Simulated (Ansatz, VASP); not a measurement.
**One calculation of P, two programs**

File INCAR:

```
SYSTEM = P
ALGO = Normal
EDIFF = 1E-6
EDIFFG = -0.01
ENCUT = 600
GGA = PE
IBRION = 2
ISIF = 3
ISMEAR = 0
LASPH = .True.
LCHARG = .False.
LREAL = .False.
LWAVE = .False.
NELM = 60
NSW = 100
PREC = Accurate
SIGMA = 0.1
```

KPOINTS

```
k-points
0
Gamma
  14 14 14
  0 0 0
```

The input POSCAR:

```
P
1.0
   -2.3381786857      2.3381786857      2.3381786857
    2.3381786857     -2.3381786857      2.3381786857
    2.3381786857      2.3381786857     -2.3381786857
P
3
Direct
    0.0000000000      0.5000000000      0.5000000000
    0.5000000000      0.0000000000      0.5000000000
    0.5000000000      0.5000000000      0.0000000000
```

Input for Ansatz:

```yaml
crystal:
  lattice:
    - [-2.3381786857, 2.3381786857, 2.3381786857]
    - [2.3381786857, -2.3381786857, 2.3381786857]
    - [2.3381786857, 2.3381786857, -2.3381786857]
  atoms:
    - { symbol: P, position: [0.0, 0.5, 0.5] }
    - { symbol: P, position: [0.5, 0.0, 0.5] }
    - { symbol: P, position: [0.5, 0.5, 0.0] }
basis:
  ecutwfc: 420
kpoints:
  mp_grid: { grid: [14, 14, 14] }
hamiltonian:
  xc: pbe
scf:
  occupations: { method: gaussian, width: 0.1 }
output:
  forces: true
  stress: true
  eigenvalues: true
  write_density: true
  write_potential: true
  elf: true
  volumetric_format: npy
relax:
  adjacent_minimum: "off"
  f_tol: 0.01
  max_steps: 80
  cell: { stress_tol: 0.05 }
```

Alike in both runs: task relaxation of cell and atoms; functional PBE; k mesh 14 × 14 × 14; occupations gaussian, width 0.1 eV; no spin polarisation.

|  | VASP | Ansatz |
| --- | --- | --- |
| version | VASP 6.6.1 | Ansatz 0.2.0 |
| potentials or method | VASP PAW PBE potentials, release 64 (P), cutoff 600 eV | scalar-relativistic, plane waves, PAW |
| valence electrons in the cell | 15 | 15 |

|  | VASP | Ansatz | Ansatz less VASP |
| --- | --- | --- | --- |
| gap on the k mesh at the Fermi level, each at its own relaxed structure (eV) | none | none | - |
| relaxed volume (Å³/atom) | 16.94 | 17.00 | +0.065 |
| relaxed length of the cell vector where the two differ most in proportion (Å) | 4.042 | 4.047 | +0.0052 |

A gap of «none» marks a metal or a gap that the smearing closes.
